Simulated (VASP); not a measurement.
# Rh (I4/mmm) in VASP: further runs, part 2 of 2

VASP 6.6.1. Earlier steps stand in the parts before.

## (3) Single point, PBE

The input, INCAR:

```
  PREC = Accurate
  ENCUT = 520
  EDIFF = 1E-6
  ISMEAR = 0
  SIGMA = 0.15
  LREAL = False
  LASPH = True
  NELM = 60
  ALGO = Fast
  ISIF = 2
  LWAVE = False
  LCHARG = False
  GGA = PE
  NBANDS = 14
```

The input, KPOINTS:

```
regular mesh
0
Gamma
  30 30 30
```

The input, POSCAR:

```
Rh
1.0
    0.0000000000      1.8840734706      1.9782771441
    1.8840734706      0.0000000000      1.9782771441
    1.8840734706      1.8840734706      0.0000000000
Rh
1
Direct
    0.0000000000      0.0000000000      0.0000000000
```

Potentials or basis: VASP PAW PBE potentials, release 64 (Rh_pv).

The run is started by

```
$ cat potpaw_PBE.64/Rh_pv/POTCAR > POTCAR
$ mpirun -np 1 vasp_std > vasp.out
```

OUTCAR:

```text
PREC = Accurate
   ENCUT = 520
   EDIFF = 1E-6
   ISMEAR = 0
   LREAL = False
   LASPH = True
   NELM = 60
   ISIF = 2
   GGA = PE

 ion  position               nearest neighbor table
   1  0.000  0.000  0.000-

  LATTYP: Found a body centered tetragonal cell.
 ALAT       =     2.6644822546
 C/A-ratio  =     1.4849242405

  Lattice vectors:

 A1 = (  -1.8840734706,   0.0000000000,   1.9782771441)
 A2 = (   1.8840734706,   0.0000000000,   1.9782771441)
 A3 = (   0.0000000000,   1.8840734706,  -1.9782771441)

Analysis of symmetry for initial positions (statically):
=====================================================================
 Subroutine PRICEL returns:
 Original cell was already a primitive cell.

 Routine SETGRP: Setting up the symmetry group for a
 body centered tetragonal supercell.

 Subroutine GETGRP returns: Found 16 space group operations
 (whereof 16 operations were pure point group operations)
 out of a pool of 16 trial point group operations.

The static configuration has the point symmetry D_4h.

Analysis of symmetry for dynamics (positions and initial velocities):
=====================================================================
 Subroutine PRICEL returns:
 Original cell was already a primitive cell.

 Routine SETGRP: Setting up the symmetry group for a
 body centered tetragonal supercell.

 Subroutine GETGRP returns: Found 16 space group operations
 (whereof 16 operations were pure point group operations)
 out of a pool of 16 trial point group operations.

The dynamic configuration has the point symmetry D_4h.

 Subroutine INISYM returns: Found 16 space group operations
 (whereof 16 operations are pure point group operations),
 and found     1 'primitive' translations

----------------------------------------------------------------------------------------

                                     Primitive cell

  volume of cell :      14.0447

  direct lattice vectors                    reciprocal lattice vectors
     0.000000000  1.884073471  1.978277144    -0.265382432  0.265382432  0.252745173
     1.884073471  0.000000000  1.978277144     0.265382432 -0.265382432  0.252745173
     1.884073471  1.884073471  0.000000000     0.265382432  0.265382432 -0.252745173

  length of vectors
     2.731906532  2.731906532  2.664482255     0.452477395  0.452477395  0.452477395

  position of ions in fractional coordinates (direct lattice)
     0.000000000  0.000000000  0.000000000

  ion indices of the primitive-cell ions
   primitive index   ion index
                 1           1

----------------------------------------------------------------------------------------

 KPOINTS: regular mesh

Automatic generation of k-mesh.
 Grid dimensions read from file:
 generate k-points for:   30   30   30

 Generating k-lattice:

  Cartesian coordinates                     Fractional coordinates (reciprocal lattice)
    -0.008846081  0.008846081  0.008424839     0.033333333  0.000000000  0.000000000
     0.008846081 -0.008846081  0.008424839     0.000000000  0.033333333  0.000000000
     0.008846081  0.008846081 -0.008424839     0.000000000  0.000000000  0.033333333

  Length of vectors
     0.015082580  0.015082580  0.015082580

  Shift w.r.t. Gamma in fractional coordinates (k-lattice)
     0.000000000  0.000000000  0.000000000

 Subroutine IBZKPT returns following result:
 ===========================================

 Found   1992 irreducible k-points:

 Following reciprocal coordinates:
            Coordinates               Weight
  0.000000  0.000000  0.000000      1.000000
  0.033333 -0.000000  0.000000      8.000000
  0.066667 -0.000000  0.000000      8.000000
  0.100000 -0.000000  0.000000      8.000000
  0.133333  0.000000  0.000000      8.000000
  0.166667 -0.000000  0.000000      8.000000
[... 16 lines left out ...]
  0.233333  0.033333  0.000000      8.000000
  0.266667  0.033333  0.000000      8.000000
 [... further k-points ...]
   k-points           NKPTS =   1992   k-points in BZ     NKDIM =   1992   number of bands    NBANDS=     14
   number of dos      NEDOS =    301   number of ions     NIONS =      1
   total plane-waves  NPLWV =   8000
   dimension x,y,z NGX =    20 NGY =   20 NGZ =   20
   dimension x,y,z NGXF=    40 NGYF=   40 NGZF=   40
   ions per type =               1
   NGX,Y,Z   is equivalent  to a cutoff of  12.17, 12.17, 12.48 a.u.
   NGXF,Y,Z  is equivalent  to a cutoff of  24.34, 24.34, 24.96 a.u.
 SYSTEM =  unknown system
   PREC   = accura    normal or accurate (medium, high low for compatibility)
   ISTART =      0    job   : 0-new  1-cont  2-samecut
   ICHARG =      2    charge: 1-file 2-atom 10-const
   ISPIN  =      1    spin polarized calculation?
   LNONCOLLINEAR =      F non collinear calculations
   LSORBIT =      F    spin-orbit coupling
   LASPH  =      T    aspherical Exc in radial PAW
   ENCUT  =  520.0 eV  38.22 Ry    6.18 a.u.   5.08  5.08  4.95*2*pi/ulx,y,z
   NELM   =     60;   NELMIN=  2; NELMDL= -5     # of ELM steps
   EDIFF  = 0.1E-05   stopping-criterion for ELM
   LREAL  =      F    real-space projection
   EDIFFG = 0.1E-04   stopping-criterion for IOM
   NSW    =      0    number of steps for IOM
   IBRION =     -1    ionic relax: 0-MD 1-quasi-New 2-CG
   NFREE  =      0    steps in history (QN), initial steepest desc. (CG)
   ISIF   =      2    stress and relaxation
   ISYM   =      2    0-nonsym 1-usesym 2-fastsym
   POTIM  = 0.5000    time-step for ionic-motion
   TEBEG  =    0.0;   TEEND  =   0.0 temperature during run
   PSTRESS=    0.0 pullay stress
   NELECT =      15.0000    total number of electrons
   NUPDOWN=      -1.0000    fix difference up-down
   EMIN   =  10.00;   EMAX   =-10.00  energy-range for DOS
   EFERMI =   0.00;   METHOD = LEGACY
   ISMEAR =     0;   SIGMA  =   0.15  broadening in eV -4-tet -1-fermi 0-gaus
   EFERMI_NEDOS =   21; number of points for ismear=-14 and -15
   IALGO  =     68    algorithm
   IMIX   =      4    mixing-type and parameters
     AMIX     =   0.40;   BMIX     =  1.00
     AMIX_MAG =   1.60;   BMIX_MAG =  1.00
  volume/ion in A,a.u.               =      14.04        94.78
  Fermi-wavevector in a.u.,A,eV,Ry     =   1.673405  3.162276 38.100167  2.800283
  Thomas-Fermi vector in A             =   2.758382
   LORBIT       =      0    0 simple, 1 ext, 2 COOP (PROOUT), +10 PAW based schemes
   GGA     = PE    functional components
   LHFCALC =     F    Hartree Fock is set to
   AEXX    =    0.0000 exact exchange contribution
   IVDW    =     0    specifies the selected vdW correction
   LEPSILON=     F    determine dielectric tensor
   LRPA    =     F    only Hartree local field effects (RPA)
 non-spin polarized calculation
 RMM-DIIS sequential band-by-band and
 Gauss-broadening in eV      SIGMA  =   0.15
  energy-cutoff  :      520.00
  volume of cell :       14.04
 maximum number of plane-waves:       390
   NGX = 11   NGY = 11   NGZ =  9

 number of electron      15.0000003 magnetization

 Free energy of the ion-electron system (eV)
  ---------------------------------------------------
  ext. energy  EPLUGINS =         0.00000000
  ---------------------------------------------------
  free energy    TOTEN  =        -7.24965417 eV

  energy without entropy =       -7.23439174  energy(sigma->0) =       -7.24202296

 E-fermi :  11.5093     XC(G=0): -13.8939

 val. band max:       11.5085085350   @ k =  -0.4667   0.0000   0.4333
 cond. band min:      11.5111883276   @ k =  -0.3333   0.2667   0.0667
 fundamental gap:      0.0026797926
 Fermi energy:        11.5093096024

 k-point     1 :       0.0000    0.0000    0.0000
  band No.  band energies     occupation
      1     -34.8406      2.00000
      2     -34.8129      2.00000
      3     -34.8129      2.00000
      4       3.7156      2.00000
      5       8.1999      2.00000
      6       8.7288      2.00000
      7       8.7288      2.00000
      8      10.2255      2.00000
      9      10.8610      2.00000
     10      27.5671      0.00000
     11      31.9348      0.00000
     12      32.1169      0.00000
     13      33.3556      0.00000
     14      33.3556      0.00000
[... 375 lines left out ...]
 k-point    24 :       0.2667    0.0333    0.0000
  band No.  band energies     occupation
      1     -35.1763      2.00000
      2     -34.8906      2.00000
      3     -34.8569      2.00000
      4       5.5494      2.00000
      5       8.3358      2.00000
      6       8.6718      2.00000
      7       9.1723      2.00000
      8      10.5582      2.00000
      9      10.9900      2.00000
     10      26.3818      0.00000
     11      29.0300      0.00000
     12      32.1175      0.00000
     13      35.1315      0.00000
     14      35.7715      0.00000

 [... further k-points ...]

------------------------ aborting loop because EDIFF is reached ----------------------------------------

  FORCE on cell =-STRESS in cart. coord.  units (eV):
  Direction    XX          YY          ZZ          XY          YZ          ZX
  --------------------------------------------------------------------------------------
  -------------------------------------------------------------------------------------
  Total        0.3843234      0.3843234     -0.6386544      0.0000000      0.0000000     -0.0000000
  in kB       43.8424335     43.8424335    -72.8557269      0.0000000      0.0000000     -0.0000000
  external PRESSURE =       4.9430467 kB  Pullay stress =       0.0000000 kB

 VOLUME and BASIS-vectors are now :
 -----------------------------------------------------------------------------
  energy-cutoff  :      520.00
  volume of cell :       14.04
      direct lattice vectors                 reciprocal lattice vectors
     0.000000000  1.884073471  1.978277144    -0.265382432  0.265382432  0.252745173
     1.884073471  0.000000000  1.978277144     0.265382432 -0.265382432  0.252745173
     1.884073471  1.884073471  0.000000000     0.265382432  0.265382432 -0.252745173

 POSITION                                       TOTAL-FORCE (eV/Angst)
 -----------------------------------------------------------------------------------
      0.00000      0.00000      0.00000        -0.000000      0.000000      0.000000
 -----------------------------------------------------------------------------------
    total drift:                                0.000000      0.000000      0.000000

  FREE ENERGIE OF THE ION-ELECTRON SYSTEM (eV)
  ---------------------------------------------------
  free  energy   TOTEN  =        -7.2496541713 eV

  energy  without entropy=       -7.2343917411  energy(sigma->0) =       -7.24202296
```

It took 6.2 min on 1 thread of Intel Xeon Platinum 8259CL at 2.50GHz (Skylake/Cascade Lake), shared host; peak memory 0.43 GiB.

Results:

* Free energy: -7.2497 eV
* Pressure: 0.5 GPa
* Band gap on the k mesh: zero (an odd number of electrons rules out a gap without spin polarisation)

Caveat: the stress differs along the axes, from -7 to 4 GPa.
